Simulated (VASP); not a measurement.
Sn2F:

```
Sn F
1.0
     3.45869    0.00000    0.00000
    -1.72935    2.99531    0.00000
     0.00000    0.00000   12.01055
Sn F
4 2
Cartesian
  1.7293 0.9984 10.8072
  0.0000 1.9969 4.8020
  1.7293 0.9984 7.2086
  0.0000 1.9969 1.2033
  0.0000 0.0000 9.0079
  0.0000 0.0000 3.0026
```

```yaml
Program: VASP 6.6.1
Task: relaxation of cell and atoms
Functional: PBE
Potentials_or_basis: VASP PAW PBE potentials, release 64 (Sn_d, F)
Cutoff: 600 eV
k_mesh: 6 × 6 × 2
Occupations: gaussian, width 0.1 eV
Spin: no spin polarisation
```

At the start: pressure 5.2 GPa; volume 20.74 Å³/atom.

Task: Where does the relaxation end?

Result: Over 11 steps the energy falls by 134.4 meV/atom and the volume is 21.80 Å³/atom (+5.1 %); space group P6_3/mmc (No. 194, to 0.05 Å).

The path:
```tsv
step	energy change (eV)	largest force (eV/Å)	pressure (GPa)	volume (Å³)
1	0.0000	0.2432	5.25	124.43
2	-0.2537	0.3829	-0.82	137.02
3	-0.2544	0.3867	-1.15	137.90
4	-0.3771	0.4268	-1.37	137.91
5	-0.7272	0.1307	-2.16	137.20
6	-0.2293	0.0129	0.91	132.74
7	-0.7619	0.0747	-1.99	136.71
8	-0.7664	0.2701	2.25	126.74
9	-0.7979	0.1710	0.04	131.38
10	-0.8051	0.0778	0.01	131.00
11	-0.8064	0.0214	-0.07	130.77
```

Final structure:
```
CELL_PARAMETERS angstrom
3.25166 0.00000 0.00000
-1.62583 2.81602 0.00000
0.00000 0.00000 14.28163
ATOMIC_POSITIONS crystal
Sn 0.66667 0.33333 0.89088
Sn 0.33333 0.66667 0.39088
Sn 0.66667 0.33333 0.60912
Sn 0.33333 0.66667 0.10912
F 0.00000 0.00000 0.75000
F 0.00000 0.00000 0.25000
```
